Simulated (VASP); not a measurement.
CdTe: relaxation of cell and atoms with LDA

Crystal: CdTe.

```
Cd Te
1.0
     0.00000    3.16267    3.16267
     3.16267    0.00000    3.16267
     3.16267    3.16267    0.00000
Cd Te
1 1
Direct
  0.00000 0.00000 0.00000
  0.25000 0.25000 0.25000
```

| Property | Result |
| --- | --- |
| Program | VASP 6.6.1 |
| Task | relaxation of cell and atoms |
| Functional | LDA |
| Potentials or basis | VASP PAW LDA potentials, release 64 (Cd, Te) |
| Cutoff | 500 eV |
| k mesh | 10 × 10 × 10 |
| Occupations | gaussian, width 0.02 eV |
| Spin | no spin polarisation |
| Target pressure | 2 GPa |
| Dipole correction | no |
| Further INCAR settings | ALGO = Normal; EDIFF = 1e-07; IBRION = 2; EDIFFG = -0.004; NSW = 70; ISIF = 3 |

| Quantity | Value |
| --- | --- |
| Relaxed volume | 31.81 Å³/atom |
| Relaxed cell | a = 4.481 Å, b = 4.481 Å, c = 4.481 Å, α = 60.00°, β = 60.00°, γ = 60.00° |
| Space group after relaxing (to 0.1 Å) | F-43m (No. 216) |
| Energy change on relaxing (the run minimises the enthalpy) | -2.4 meV/atom |
| Ionic steps | 3 |
| Pressure after relaxing | 2.0 GPa |
| Band gap on the k mesh | 0.76 eV |

Step by step:
| step | energy change (eV) | largest force (eV/Å) | pressure (GPa) | volume (Å³) |
| --- | --- | --- | --- | --- |
| 1 | 0.0000 | 0.0000 | 2.31 | 63.27 |
| 2 | -0.0072 | 0.0000 | 1.82 | 63.83 |
| 3 | -0.0047 | 0.0000 | 2.00 | 63.62 |

Final structure:
```cif
data_structure
_symmetry_space_group_name_H-M 'P 1'
_symmetry_Int_Tables_number 1
_cell_length_a 4.4810
_cell_length_b 4.4810
_cell_length_c 4.4810
_cell_angle_alpha 60.000
_cell_angle_beta 60.000
_cell_angle_gamma 60.000
_cell_volume 63.62
loop_
_atom_site_label
_atom_site_type_symbol
_atom_site_fract_x
_atom_site_fract_y
_atom_site_fract_z
_atom_site_occupancy
Cd1 Cd 0.00000 0.00000 0.00000 1
Te1 Te 0.25000 0.25000 0.25000 1
```

Levels at points of the mesh, in eV from the valence-band top:
```
           k point  band 7  band 8  band 9  band 10  band 11  band 12
(0.00, 0.00, 0.00)    0.00    0.00    0.00     0.76     4.45     4.45
(0.50, 0.00, 0.00)   -4.90   -0.89   -0.89     1.72     5.06     5.06
(0.50, 0.50, 0.00)   -4.72   -2.13   -2.13     2.29     2.52     9.02
```

It took 3.2 min on 1 thread of AMD EPYC 7R13 (shared host), peak memory 0.16 GiB.

Caveat: the cell is relaxed towards a set pressure, so the run minimises the enthalpy, not the energy; spin-orbit coupling is left out, which moves the levels of the heavy elements.
